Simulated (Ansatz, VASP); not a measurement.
## Ge in VASP and in Ansatz

```
CELL_PARAMETERS angstrom
0.00000 2.88369 2.88369
2.88369 0.00000 2.88369
2.88369 2.88369 0.00000
ATOMIC_POSITIONS crystal
Ge 0.50000 0.50000 0.50000
Ge 0.75000 0.75000 0.75000
```

Alike in both runs: task single point; functional r2SCAN; k mesh 12 × 12 × 12; occupations gaussian, width 0.05 eV; no spin polarisation.

|  | VASP | Ansatz |
| --- | --- | --- |
| version | VASP 6.6.1 | Ansatz 0.2.0 |
| potentials or method | VASP PAW PBE potentials, release 64 (Ge_d), cutoff 520 eV | scalar-relativistic, plane waves, PAW |
| valence electrons in the cell | 28 | 28 |

|  | VASP | Ansatz | Ansatz less VASP |
| --- | --- | --- | --- |
| gap on the k mesh at the Fermi level (eV) | none | none | - |
| pressure (GPa) | -3.0 | -3.0 | -0.04 |

VASP's potentials were made for PBE, not for r2SCAN. A gap of «none» marks a metal or a gap that the smearing closes.
